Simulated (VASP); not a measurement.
MgF2:

```
Mg F
1.0
     4.62500    0.00000    0.00000
     0.00000    4.62500    0.00000
     0.00000    0.00000    3.05200
Mg F
2 4
Direct
  0.00000 0.00000 0.00000
  0.50000 0.50000 0.50000
  0.30300 0.30300 0.00000
  0.19700 0.80300 0.50000
  0.69700 0.69700 0.00000
  0.80300 0.19700 0.50000
```

| Quantity | Value |
| --- | --- |
| Program | VASP 6.6.1 |
| Task | relaxation of cell and atoms |
| Functional | PBE |
| Potentials or basis | VASP PAW PBE potentials, release 64 (Mg, F) |
| Cutoff | 600 eV |
| k mesh | 6 × 6 × 8 |
| Occupations | gaussian, width 0.02 eV |
| Spin | no spin polarisation |

At the start: pressure 3.5 GPa; volume 10.88 Å³/atom.

Where does the relaxation end?

Over 5 steps the energy falls by 4.0 meV/atom and the volume is 11.26 Å³/atom (+3.5 %); space group P4_2/mnm (No. 136, to 0.05 Å).

Step by step:
| step | energy change (eV) | largest force (eV/Å) | pressure (GPa) | volume (Å³) |
| --- | --- | --- | --- | --- |
| 1 | 0.0000 | 0.0219 | 3.50 | 65.28 |
| 2 | -0.0237 | 0.0395 | -0.03 | 67.55 |
| 3 | -0.0237 | 0.0386 | 0.02 | 67.52 |
| 4 | -0.0240 | 0.0184 | 0.00 | 67.55 |
| 5 | -0.0241 | 0.0003 | 0.00 | 67.58 |

Final structure:
```cif
data_structure
_symmetry_space_group_name_H-M 'P 1'
_symmetry_Int_Tables_number 1
_cell_length_a 4.6813
_cell_length_b 4.6813
_cell_length_c 3.0836
_cell_angle_alpha 90.000
_cell_angle_beta 90.000
_cell_angle_gamma 90.000
_cell_volume 67.58
loop_
_atom_site_label
_atom_site_type_symbol
_atom_site_fract_x
_atom_site_fract_y
_atom_site_fract_z
_atom_site_occupancy
Mg1 Mg 0.00000 0.00000 0.00000 1
Mg2 Mg 0.50000 0.50000 0.50000 1
F1 F 0.30337 0.30337 0.00000 1
F2 F 0.19663 0.80337 0.50000 1
F3 F 0.69663 0.69663 0.00000 1
F4 F 0.80337 0.19663 0.50000 1
```
